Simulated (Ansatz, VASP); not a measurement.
BaLi2S2 in VASP and in Ansatz

```
Ba Li S
1.0
     4.30109    0.00000    0.00000
    -2.15055    3.72485    0.00000
     0.00000    0.00000    7.14058
Ba Li S
1 2 2
Direct
  0.00000 0.00000 0.00000
  0.66667 0.33333 0.61243
  0.33333 0.66667 0.38757
  0.66667 0.33333 0.27094
  0.33333 0.66667 0.72906
```

Change from the starting cell: species swapped into the ZrCu2P2 type (P-3m1, No. 164).

Alike in both runs: task relaxation of cell and atoms; functional PBE; k mesh 6 × 6 × 4; occupations gaussian, width 0.02 eV; no spin polarisation.

|  | VASP | Ansatz |
| --- | --- | --- |
| version | VASP 6.6.1 | Ansatz 0.2.0 |
| potentials or method | VASP PAW PBE potentials, release 64 (Ba_sv, Li_sv, S), cutoff 600 eV | scalar-relativistic, plane waves, PAW |
| valence electrons in the cell | 28 | 28 |

|  | VASP | Ansatz | Ansatz less VASP |
| --- | --- | --- | --- |
| gap on the k mesh at the Fermi level, each at its own relaxed structure (eV) | 2.73 | 2.80 | +0.075 |
| relaxed volume (Å³/atom) | 23.03 | 22.84 | -0.186 |
| relaxed length of the cell vector where the two differ most in proportion (Å) | 4.313 | 4.299 | -0.0141 |

Neither program's run includes spin-orbit coupling. Noted on VASP's run: the cutoff is under 1.25 times that of the potentials, so the pressure is a little rough.
